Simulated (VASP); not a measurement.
HfSiO4, 12 atoms in the cell. The structure is monoclinic, space group Cm (No. 8). The conventional cell has a = 8.875 Å, b = 6.572 Å, c = 5.963 Å, α = 90.00°, β = 132.22°, γ = 90.00°. Within 2.8 Å of Hf (site symmetry m) lie 8 O at 2.09 to 2.26 Å. Within 2.8 Å of Hf (site symmetry m) lie 8 O at 2.11 to 2.26 Å. Within 2.2 Å of Si (site symmetry m) lie 4 O at 1.63 Å. Within 2.2 Å of Si (site symmetry m) lie 4 O at 1.63 to 1.69 Å. Within 2.3 Å of O (site symmetry 1) lie 1 Si at 1.63 Å and 2 Hf at 2.11 to 2.26 Å. Within 2.3 Å of O (site symmetry m) lie 1 Si at 1.63 Å and 2 Hf at 2.11 to 2.26 Å. Within 2.5 Å of O (site symmetry m) lie 1 Si at 1.63 Å and 2 Hf at 2.11 to 2.26 Å and 2 O at 2.37 to 2.44 Å. O (site symmetry 1) has 1 Si at 1.63 Å and 2 Hf at 2.11 to 2.26 Å within 2.3 Å.  This cell differs from its parent crystal: atom 10 (O) moved by 0.10 Å.

| Quantity | Value |
| --- | --- |
| Program | VASP 6.6.1 |
| Task | electric field gradients |
| Functional | PBE |
| Potentials or basis | VASP PAW PBE potentials, release 64 (Hf_pv, Si, O) |
| Cutoff | 520 eV |
| k mesh | 5 × 5 × 5 |
| Occupations | fermi-dirac, width 0.02 eV |
| Spin | no spin polarisation |
| Dipole correction | no |
| Further INCAR settings | ALGO = Normal; EDIFF = 1e-08; NBANDS = 50 |

Potentials or basis: VASP PAW PBE potentials, release 64 (Hf_pv, Si, O).

Command:

```console
$ cat potpaw_PBE.64/Hf_pv/POTCAR potpaw_PBE.64/Si/POTCAR potpaw_PBE.64/O/POTCAR > POTCAR
$ mpirun -np 1 vasp_std > vasp.out
```

Hardware: 1 thread of AMD EPYC 7R43 64-Core Processor (Zen 3), on a shared host.

Task: How long does it take, and how much memory?

Result: It took 8.4 min on 1 thread of AMD EPYC 7R43 64-Core Processor (Zen 3), on a shared host, peak memory 0.33 GiB. Counts: scf iterations 18, k points 39.
